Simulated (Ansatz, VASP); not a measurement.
## Two plane-wave programs on Li3Os

```
Li Os
1.0
     2.68332    0.00000    0.00000
    -1.34166    2.32383    0.00000
     0.00000    0.00000    9.70649
Li Os
3 1
Direct
  0.66667 0.33333 0.72851
  0.00000 0.00000 0.00000
  0.33333 0.66667 0.27149
  0.00000 0.00000 0.50000
```

Alike in both runs: task single point; functional PBE; k mesh 21 × 21 × 6; occupations gaussian, width 0.1 eV; no spin polarisation.

|  | VASP | Ansatz |
| --- | --- | --- |
| version | VASP 6.6.1 | Ansatz 0.2.0 |
| potentials or method | VASP PAW PBE potentials, release 64 (Li_sv, Os), cutoff 520 eV | scalar-relativistic, plane waves, PAW |
| valence electrons in the cell | 17 | 25 |

VASP gave:

| Item | Value |
| --- | --- |
| gap on the k mesh at the Fermi level (eV) | none |
| rms of the force components (eV/Å) | 0.006 |

Question: Estimate Ansatz's values.

Answer: gap on the k mesh at the Fermi level (eV): none; rms of the force components (eV/Å): 0.000.

Atom by atom the forces differ by 0.006 eV/Å (rms over components). A gap of «none» marks a metal or a gap that the smearing closes. The functional is the same, so the differences come from potentials, cutoffs and numerics. VASP's potentials hold 17 valence electrons a cell and Ansatz's 25, so a difference there can come from the potentials and not from the codes.

Neither program's run includes spin-orbit coupling. Noted on VASP's run: the cutoff is short for stress, so the pressure is rough.
